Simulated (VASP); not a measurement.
Wanted: the native input for a VASP 6.6.1 run.

- Task: single point
- Functional: PBE
- Potentials or basis: VASP PAW PBE potentials, release 64 (La)
- Cutoff: 500 eV
- k mesh: 5 × 5 × 5
- Occupations: fermi-dirac, width 0.05 eV
- Spin: no spin polarisation
- Dipole correction: no
- Further INCAR settings: ALGO = Normal; EDIFF = 1e-06; NBANDS = 18

The structure of La lies in POSCAR:

```
La
1.0
    0.0000000000      2.9459320744      2.9459320744
    2.9459320744      0.0000000000      2.9459320744
    2.9459320744      2.9459320744      0.0000000000
La
2
Direct
    1.0000000000      1.0000000000      1.0000000000
    0.2500000000      0.2500000000      0.2500000000
```

This isn't the form of La at room conditions, which is double hcp.

One way to write it, as run:

INCAR

```
SYSTEM = La
  PREC = Accurate
  ENCUT = 500
  EDIFF = 1E-6
  ISMEAR = -1
  SIGMA = 0.05
  LREAL = .False.
  LASPH = .True.
  NELM = 200
  ALGO = Normal
  ISIF = 2
  LWAVE = .False.
  LCHARG = .True.
  GGA = PE
  LELF = .True.
  LVHAR = .True.
  NBANDS = 18
  GGA_COMPAT = .False.
  LMAXMIX = 6
```

KPOINTS

```
Automatic mesh
0
Gamma
  5 5 5
  0 0 0
```

Potentials or basis: VASP PAW PBE potentials, release 64 (La).

The run is started by

```sh
$ cat potpaw_PBE.64/La/POTCAR > POTCAR
$ mpirun -np 1 vasp_std > vasp.out
```

Results of the run:

```json
{
 "Pressure": "45.3 GPa",
 "Band gap on the k mesh": "zero (filled and empty bands touch)"
}
```

Caveat: the k points lie up to 0.37 Å⁻¹ apart; spin-orbit coupling is left out, which moves the levels of the heavy elements.

It took 8.6 s on 1 thread of Intel(R) Xeon(R) 6975P-C (Granite Rapids) (shared host), peak memory 0.17 GiB.
